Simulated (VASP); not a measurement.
Input of a VASP 6.6.1 run:

File INCAR:

```
SYSTEM = V
  PREC = Accurate
  ENCUT = 520
  EDIFF = 1E-6
  ISMEAR = -1
  SIGMA = 0.1
  LREAL = .False.
  LASPH = .True.
  NELM = 100
  ALGO = Normal
  ISIF = 2
  LWAVE = .False.
  LCHARG = .False.
  GGA = CA
  NBANDS = 12
```

The input KPOINTS:

```
Automatic mesh
0
Gamma
  21 21 21
  0 0 0
```

POSCAR

```
V
1.0
   -1.2928976584      1.2928976584      1.2928976584
    1.2928976584     -1.2928976584      1.2928976584
    1.2928976584      1.2928976584     -1.2928976584
V
1
Direct
    0.0000000000      0.0000000000      0.0000000000
```

Potentials or basis: VASP PAW LDA potentials, release 64 (V_sv).

The run is started by

```console
$ cat potpaw_LDA.64/V_sv/POTCAR > POTCAR
$ mpirun -np 1 vasp_std > vasp.out
```

Q: Predict the pressure.

A: 154.2 GPa.
